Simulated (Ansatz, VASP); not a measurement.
**Two plane-wave programs on CdSnRh2Se4**

```
Sn Rh Se Cd
1.0
     0.00000    5.91720    0.00000
     5.91720    0.00000    0.00000
     2.95860    2.95860   -5.68914
Sn Rh Se Cd
1 2 4 1
Direct
  0.50000 0.50000 0.00000
  0.25000 0.75000 0.50000
  0.75000 0.25000 0.50000
  0.40420 0.40420 0.73260
  0.59580 0.13680 0.26740
  0.86320 0.86320 0.73260
  0.13680 0.59580 0.26740
  0.00000 0.00000 0.00000
```

Alike in both runs: task single point; functional PBE; k mesh 7 × 7 × 7; no spin polarisation.

|  | VASP | Ansatz |
| --- | --- | --- |
| version | VASP 6.6.1 | Ansatz 0.2.0 |
| potentials or method | VASP PAW PBE potentials, release 64 (Sn_d, Rh_pv, Se, Cd), cutoff 520 eV | PAW plane waves |
| occupations | fermi-dirac, width 0.1 eV | fermi-dirac |
| valence electrons in the cell | 80 | 132 |

```csv
,VASP,Ansatz,Ansatz less VASP
pressure (GPa),4.1,4.0,-0.10
"traceless stress, the component that is largest in VASP (GPa)",1.77,1.77,+0.006
rms of the force components (eV/Å),0.982,0.983,+0.0009
```

Atom by atom the forces differ by 0.006 eV/Å (rms over components). VASP's potentials hold 80 valence electrons a cell and Ansatz's 132, so a difference there can come from the potentials and not from the codes.
